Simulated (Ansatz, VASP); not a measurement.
# One calculation of MgS, two programs

```
Mg S
1.0
    -0.06439    2.60152    2.60152
     2.60152   -0.06439    2.60152
     2.53713    2.53713    0.00000
Mg S
1 1
Direct
  0.00000 0.00000 0.00000
  0.50000 0.50000 0.50000
```

Change from the starting cell: shear_xy strain -5.0%.

Alike in both runs: task single point; functional r2SCAN; k mesh 8 × 8 × 8; no spin polarisation.

|  | VASP | Ansatz |
| --- | --- | --- |
| version | VASP 6.6.1 | Ansatz 0.2.0 |
| potentials or method | VASP PAW PBE potentials, release 64 (Mg, S) | plane waves, PAW |
| plane-wave cutoff (eV) | 520 | 500 |
| occupations | gaussian, width 0.01 eV | fixed |
| valence electrons in the cell | 8 | 16 |

Ansatz gave:

```
gap on the k mesh at the Fermi level (eV)                     : 3.11
pressure (GPa)                                                : 0.1
traceless stress, the component that is largest in VASP (GPa) : 3.00
```

Estimate VASP's values.

gap on the k mesh at the Fermi level (eV): 3.08; pressure (GPa): -0.4; traceless stress, the component that is largest in VASP (GPa): 3.01.

VASP's potentials were made for PBE, not for r2SCAN. VASP's potentials hold 8 valence electrons a cell and Ansatz's 16, so a difference there can come from the potentials and not from the codes.
